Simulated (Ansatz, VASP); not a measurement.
**One calculation of Bi2TeO4, two programs**

```
CELL_PARAMETERS angstrom
-2.12426 2.12426 6.34014
2.12426 -2.12426 6.34014
2.12426 2.12426 -6.34014
ATOMIC_POSITIONS crystal
Bi 0.66247 0.66247 0.00000
Bi 0.33753 0.33753 0.00000
Te 0.00000 0.00000 0.00000
O 0.50000 0.00000 0.50000
O 0.00000 0.50000 0.50000
O 0.25000 0.75000 0.50000
O 0.75000 0.25000 0.50000
```

Alike in both runs: functional PBE; k mesh 4 × 4 × 4; occupations gaussian, width 0.15 eV; no spin polarisation.

Ansatz relaxed the structure, and its values are those at the end. VASP's run is a single point on that final structure, the one shown.

```csv
,VASP,Ansatz
version,VASP 6.6.1,Ansatz 0.2.0
potentials or method,"VASP PAW PBE potentials, release 64 (Bi_d, Te, O), cutoff 520 eV","scalar-relativistic, plane waves, PAW"
valence electrons in the cell,60,70
```

Ansatz gave:

```
gap on the k mesh at the Fermi level (eV) : none
pressure (GPa)                            : 0.0
rms of the force components (eV/Å)        : 0.009
```

**Question.** Estimate VASP's values.

**Answer.** gap on the k mesh at the Fermi level (eV): none; pressure (GPa): -0.2; rms of the force components (eV/Å): 0.021.

A gap of «none» marks a metal or a gap that the smearing closes. VASP's potentials hold 60 valence electrons a cell and Ansatz's 70, so a difference there can come from the potentials and not from the codes.

The k mesh is coarse, so the values compare programs but aren't converged. Spin-orbit coupling is off throughout.
